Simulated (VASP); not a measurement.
Write the native input for VASP 6.6.1 that does the following.

```yaml
Task: single point
Functional: PBE
Potentials_or_basis: VASP PAW PBE potentials, release 64 (Ir)
Cutoff: 520 eV
k_mesh: 20 × 20 × 20
Occupations: gaussian, width 0.05 eV
Spin: no spin polarisation
Dipole_correction: no
Further_INCAR_settings: ALGO = Normal; EDIFF = 1e-07; NBANDS = 10
```

The structure of Ir lies in POSCAR:

```
Ir
1.0
    0.0000000000      1.9091777953      1.9091777953
    1.9091777953      0.0000000000      1.9091777953
    1.9091777953      1.9091777953      0.0000000000
Ir
1
Direct
    0.0000000000      0.0000000000      0.0000000000
```

This cell differs from its parent crystal: volume scaled by 0.960.

These files were run (other wordings do the same):

INCAR

```
  ALGO = Normal
  EDIFF = 1E-7
  ENCUT = 520
  GGA = PE
  ISIF = 2
  ISMEAR = 0
  LASPH = T
  LCHARG = T
  LELF = T
  LREAL = F
  LVHAR = T
  LWAVE = F
  NBANDS = 10
  NELM = 80
  PREC = Accurate
  SIGMA = 0.05
```

KPOINTS

```
k-points
0
Gamma
  20 20 20
```

Potentials or basis: VASP PAW PBE potentials, release 64 (Ir).

Command:

```console
$ cat potpaw_PBE.64/Ir/POTCAR > POTCAR
$ mpirun -np 1 vasp_std > vasp.out
```

Results of the run:

```
Pressure : 16.3 GPa
```

Wall time 41 s on 1 thread of AMD EPYC 7R43 64-Core Processor (Zen 3), with other jobs on the host, peak memory 0.12 GiB.
